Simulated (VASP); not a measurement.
# ZnS (Cm) in VASP: notebook, part 2 of 2

VASP 6.6.1.

## Step 3: Single point, LDA (the part above a cut slid along it)

Contents of INCAR:

```
SYSTEM = ZnS
ALGO = Normal ; EDIFF = 1E-7
ENCUT = 520 ; GGA = CA
ISIF = 2 ; ISMEAR = 0
LASPH = .TRUE. ; LCHARG = .FALSE.
LREAL = .FALSE. ; LWAVE = .FALSE.
NBANDS = 36 ; NELM = 100
PREC = Accurate ; SIGMA = 0.05
```

Contents of KPOINTS:

```
k-points
0
G
  8 8 3
  0 0 0
```

Contents of POSCAR:

```
ZnS
1.0
    2.7046500000     -2.7046500000      0.0000000000
    2.7046500000      0.0000000000     -2.7046500000
    6.3110303100      4.9584348450      4.9584348450
Zn S
3 3
Direct
    0.6458236100      0.6458236100      0.1250333333
   -0.1319763900     -0.1319763900      0.7917000000
    0.2569236100      0.2569236100      0.4583666667
    0.5207986100      0.5207986100      0.8750333333
    0.9096986100      0.9096986100      0.5417000000
    0.2985986100      0.2985986100      0.2083666667
```

Potentials or basis: VASP PAW LDA potentials, release 64 (Zn, S).

Command:

```console
$ cat potpaw_LDA.64/Zn/POTCAR potpaw_LDA.64/S/POTCAR > POTCAR
$ mpirun -np 1 vasp_std > vasp.out
```

It took 7.4 min on 1 thread of AMD EPYC 7R13, shared host; peak memory 0.28 GiB.

The run converged. Its results:

| Item | Value |
| --- | --- |
| Free energy | -24.0510 eV |
| Pressure | -5.0 GPa |
| Largest force | 0.785 eV/Å |
| Band gap on the k mesh | 1.33 eV |

Forces in eV/Å, atoms in the order of the input:
```
Zn  -0.420  0.082  0.082
Zn  -0.029 -0.012 -0.012
Zn   0.022  0.101  0.101
S    0.731 -0.202 -0.202
S   -0.049 -0.085 -0.085
S   -0.255  0.117  0.117
```

Stress tensor (GPa, compression positive):
```
-8.25 -0.35 -0.35
-0.35 -3.32  2.05
-0.35  2.05 -3.32
```

Levels at points of the mesh, in eV from the valence-band top:
| k point | band 23 | band 24 | band 25 | band 26 | band 27 | band 28 | band 29 | band 30 | band 31 | band 32 |
| --- | --- | --- | --- | --- | --- | --- | --- | --- | --- | --- |
| (0.00, 0.00, 0.00) | -0.78 | -0.72 | -0.45 | -0.32 | 0.00 | 1.33 | 2.85 | 3.08 | 5.71 | 5.79 |
| (0.50, 0.00, 0.00) | -2.38 | -2.08 | -1.99 | -1.36 | -1.34 | 2.40 | 3.31 | 3.65 | 4.01 | 5.55 |
| (0.50, 0.50, 0.00) | -2.50 | -2.45 | -1.62 | -1.41 | -1.34 | 2.71 | 3.39 | 3.71 | 4.09 | 4.59 |

Caveat: the cell differs from its parent crystal (the part above a cut slid along it); the cell stands under tension.

## Step 4: Single point, LDA (the part above a cut slid along it)

Contents of INCAR:

```
PREC = Accurate
ENCUT = 520
EDIFF = 1E-7
ISMEAR = 0
SIGMA = 0.05
LREAL = F
LASPH = T
NELM = 60
ALGO = Normal
ISIF = 2
LWAVE = F
LCHARG = F
NBANDS = 36
```

Contents of KPOINTS:

```
regular mesh
0
Gamma
  8 8 3
```

Contents of POSCAR:

```
ZnS
1.0
    2.7046500000     -2.7046500000      0.0000000000
    2.7046500000      0.0000000000     -2.7046500000
    8.1139500000      4.0569750000      4.0569750000
Zn S
3 3
Direct
    0.6041500000      0.6041500000      0.1250333333
   -0.3958500000     -0.3958500000      0.7917000000
    0.1041500000      0.1041500000      0.4583666667
    0.2291500000      0.2291500000      0.8750333333
    0.7291500000      0.7291500000      0.5417000000
    0.2291500000      0.2291500000      0.2083666667
```

Potentials or basis: VASP PAW LDA potentials, release 64 (Zn, S).

Command:

```console
$ cat potpaw_LDA.64/Zn/POTCAR potpaw_LDA.64/S/POTCAR > POTCAR
$ mpirun -np 1 vasp_std > vasp.out
```

OUTCAR:

```text
PREC = Accurate
   ENCUT = 520
   EDIFF = 1E-7
   ISMEAR = 0
   LREAL = F
   LASPH = T
   NELM = 60
   ISIF = 2

 ion  position               nearest neighbor table
   1  0.604  0.604  0.125-   6 2.34   6 2.34   6 2.34
   2  0.604  0.604  0.792-   4 2.34   4 2.34   4 2.34   5 2.34
   3  0.104  0.104  0.458-   5 2.34   5 2.34   5 2.34   6 2.34
   4  0.229  0.229  0.875-   2 2.34   2 2.34   2 2.34
   5  0.729  0.729  0.542-   3 2.34   3 2.34   3 2.34   2 2.34
   6  0.229  0.229  0.208-   1 2.34   3 2.34   1 2.34   1 2.34

  LATTYP: Found a face centered orthorhombic cell.
 ALAT       =     3.8249527115
[... 1163 lines left out ...]
  -------------------------------------------------------------------------------------
  Total       -2.3299924     -4.5969205     -4.5969205      0.6485616      0.8149916      0.6485616
  in kB      -31.4471014    -62.0430458    -62.0430458      8.7534119     10.9996598      8.7534121
  external PRESSURE =     -51.8443977 kB  Pullay stress =       0.0000000 kB

 VOLUME and BASIS-vectors are now :
 -----------------------------------------------------------------------------
  energy-cutoff  :      520.00
  volume of cell :      118.71
      direct lattice vectors                 reciprocal lattice vectors
     2.704650000 -2.704650000  0.000000000     0.092433402 -0.277300205  0.092433402
     2.704650000  0.000000000 -2.704650000     0.092433402  0.092433402 -0.277300205
     8.113950000  4.056975000  4.056975000     0.061622268  0.061622268  0.061622268

 POSITION                                       TOTAL-FORCE (eV/Angst)
 -----------------------------------------------------------------------------------
      4.28254     -1.12676     -1.12676        -0.013730      0.083801      0.083801
      9.69184      1.57789      1.57789        -0.137161      0.046803      0.046803
      4.28254      1.57789      1.57789         0.175359      0.112938      0.112938
      8.33952      2.93022      2.93022        -0.000496      0.084350      0.084350
      8.33952      0.22557      0.22557        -0.121861     -0.145418     -0.145418
      2.93022      0.22557      0.22557         0.097889     -0.182475     -0.182475
 -----------------------------------------------------------------------------------
    total drift:                                0.001732     -0.001692     -0.001692

  FREE ENERGIE OF THE ION-ELECTRON SYSTEM (eV)
  ---------------------------------------------------
  free  energy   TOTEN  =       -23.7285095392 eV

  energy  without entropy=      -23.7285095392  energy(sigma->0) =      -23.72850954
```

It took 7 min on 1 thread of AMD EPYC 7R13, shared host; peak memory 0.29 GiB.

What came out:

```yaml
Free_energy: -23.7285 eV
Pressure: -5.2 GPa
Largest_force: 0.276 eV/Å
Band_gap_on_the_k_mesh: 1.14 eV
```

Forces in eV/Å, atoms in the order of the input:
```
Zn  -0.014  0.084  0.084
Zn  -0.137  0.047  0.047
Zn   0.175  0.113  0.113
S    0.000  0.084  0.084
S   -0.122 -0.145 -0.145
S    0.098 -0.182 -0.182
```

Stress tensor (GPa, compression positive):
```
-3.14  0.88  0.88
 0.88 -6.20  1.10
 0.88  1.10 -6.20
```

Caveat: the cell differs from its parent crystal (the part above a cut slid along it); the cell stands under tension.

## Step 5: Summary

| cell | gap on the mesh (eV) | pressure (GPa) | largest force (eV/Å) |
| --- | --- | --- | --- |
| a = 3.825, b = 3.825, c = 11.165 Å, angles 61.9, 61.9, 60.0°, 6 atoms | 1.74 | -4.8 | 0.47 |
| a = 3.825, b = 3.825, c = 9.434 Å, angles 84.2, 84.2, 60.0°, 6 atoms | 1.33 | -5.0 | 0.78 |
| a = 3.825, b = 3.825, c = 9.938 Å, angles 73.2, 73.2, 60.0°, 6 atoms | 1.14 | -5.2 | 0.28 |

Alike in all rows: task single point; level LDA; potentials or basis VASP PAW LDA potentials, release 64 (Zn, S); no spin polarisation; k mesh 8 × 8 × 3; cutoff (eV) 520; smearing gaussian 0.05 eV.

Caveats: the cell stands under tension.

Total energies depend on the potentials used, so only differences within one code and one set of settings carry meaning.
